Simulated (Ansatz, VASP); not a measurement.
**One calculation of MgO, two programs**

File INCAR:

```
SYSTEM = MgO
ALGO = Normal
EDIFF = 1E-7
ENCUT = 520
GGA = PE
ISIF = 2
ISMEAR = 0
LASPH = .TRUE.
LCHARG = .FALSE.
LREAL = .FALSE.
LWAVE = .FALSE.
NBANDS = 11
NELM = 60
PREC = Accurate
SIGMA = 0.05
```

KPOINTS

```
k-points
0
G
  10 10 10
  0 0 0
```

The input POSCAR:

```
MgO
1.0
    0.0000000000      1.8876440785      2.1269229054
    2.1269229054      0.0000000000      2.1269229054
    2.1269229054      1.8876440785      0.0000000000
Mg O
1 1
Direct
    0.0000000000      0.0000000000      0.0000000000
    0.5000000000      0.5000000000      0.5000000000
```

Input for Ansatz:

```yaml
crystal:
  lattice:
    - [0.0, 1.8876440785, 2.1269229054]
    - [2.1269229054, 0.0, 2.1269229054]
    - [2.1269229054, 1.8876440785, 0.0]
  atoms:
    - { symbol: Mg, position: [0.0, 0.0, 0.0] }
    - { symbol: O, position: [0.5, 0.5, 0.5] }
basis:
  ecutwfc: 420
kpoints:
  mp_grid: { grid: [10, 10, 10] }
hamiltonian:
  xc: pbe
scf:
  occupations: { method: gaussian, width: 0.05 }
output:
  forces: true
  stress: true
  eigenvalues: true
```

Change from the starting cell: strain -0.1125 x Voigt [0, 1, 0, 0, 0, 0], atoms carried along.

Alike in both runs: task single point; functional PBE; k mesh 10 × 10 × 10; occupations gaussian, width 0.05 eV; no spin polarisation.

|  | VASP | Ansatz |
| --- | --- | --- |
| version | VASP 6.6.1 | Ansatz 0.2.0 |
| potentials or method | VASP PAW PBE potentials, release 64 (Mg, O), cutoff 520 eV | scalar-relativistic, plane waves, PAW |
| valence electrons in the cell | 8 | 16 |

```tsv
	VASP	Ansatz	Ansatz less VASP
gap on the k mesh at the Fermi level (eV)	5.43	5.44	+0.013
least direct gap on the mesh (eV)	5.43	5.44	+0.013
pressure (GPa)	28.8	29.3	+0.49
traceless stress, the component that is largest in VASP (GPa)	33.70	33.26	-0.439
```

Both programs put the cell under a high pressure, so it lies far from rest at this level. VASP's potentials hold 8 valence electrons a cell and Ansatz's 16, so a difference there can come from the potentials and not from the codes.
